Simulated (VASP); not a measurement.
Input of a VASP 6.6.1 run:

File INCAR:

```
SYSTEM = Si
ALGO = Normal ; EDIFF = 1E-6
ENCUT = 520 ; GGA = PE
ISIF = 2 ; ISMEAR = 0
LASPH = .True. ; LCHARG = .False.
LREAL = .False. ; LWAVE = .False.
NBANDS = 16 ; NELM = 100
PREC = Accurate ; SIGMA = 0.05
```

Contents of KPOINTS:

```
k-points
0
Gamma
  10 10 10
  0 0 0
```

File POSCAR:

```
Si
1.0
   -3.3178148769      3.3178148769      1.9143955111
    3.3178148769     -3.3178148769      1.9143955111
    3.3178148769      3.3178148769     -1.9143955111
Si
4
Direct
    0.1725496441      0.1725496441      0.3572210152
    0.8153286288      0.8153286288      0.6427789848
    0.1846713712      0.8274503559      0.0000000000
    0.8274503559      0.1846713712      0.0000000000
```

Potentials or basis: VASP PAW PBE potentials, release 64 (Si).

Command:

```bash
$ cat potpaw_PBE.64/Si/POTCAR > POTCAR
$ mpirun -np 1 vasp_std > vasp.out
```

Q: Predict the pressure.

A: 2.1 GPa.

Q: What does it give for the band gap on the k mesh?

A: 0.33 eV (least direct gap 0.43 eV).

Forces on the atoms (eV/Å):
```
Si   0.022  0.022  0.047
Si  -0.022 -0.022  0.047
Si  -0.022  0.022 -0.047
Si   0.022 -0.022 -0.047
```

Caveat: the cell differs from its parent crystal (atoms displaced along a vibrational mode, the cell strained). A k mesh can miss the band edges.
